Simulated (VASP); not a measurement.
Mg2ZnTe3, 6 atoms in the cell. The structure is tetragonal, space group I4/mmm (No. 139). The conventional cell has a = 4.137 Å, b = 4.137 Å, c = 17.622 Å, α = 90.00°, β = 90.00°, γ = 90.00°. Mg (site symmetry 4mm) has 6 Te at 2.93 to 2.98 Å within 3.9 Å. Within 3.8 Å of Te (site symmetry 4mm) lie 1 Zn at 2.90 Å and 5 Mg at 2.93 to 2.98 Å. Te (site symmetry 4/mmm) has 4 Zn at 2.93 Å and 2 Mg at 2.93 Å within 3.9 Å. Zn (site symmetry 4/mmm) has 6 Te at 2.90 to 2.93 Å within 3.8 Å. 

- Program: VASP 6.6.1
- Task: single point
- Functional: PBE
- Potentials or basis: VASP PAW PBE potentials, release 64 (Mg, Te, Zn)
- Cutoff: 520 eV
- k mesh: 8 × 8 × 8
- Occupations: fermi-dirac, width 0.02 eV
- Spin: no spin polarisation
- Dipole correction: no
- Further INCAR settings: ALGO = Normal; EDIFF = 1e-07; NBANDS = 26

Potentials or basis: VASP PAW PBE potentials, release 64 (Mg, Te, Zn).

Command:

```sh
$ cat potpaw_PBE.64/Mg/POTCAR potpaw_PBE.64/Te/POTCAR potpaw_PBE.64/Zn/POTCAR > POTCAR
$ mpirun -np 1 vasp_std > vasp.out
```

Hardware: 1 thread of Intel(R) Xeon(R) Platinum 8259CL CPU @ 2.50GHz (Skylake/Cascade Lake), with other jobs on the host.

Q: Estimate the wall time of this run.

A: Run time: 22 min on 1 thread of Intel(R) Xeon(R) Platinum 8259CL CPU @ 2.50GHz (Skylake/Cascade Lake), on a shared host, peak memory 0.82 GiB. Counts: scf iterations 16, k points 59.
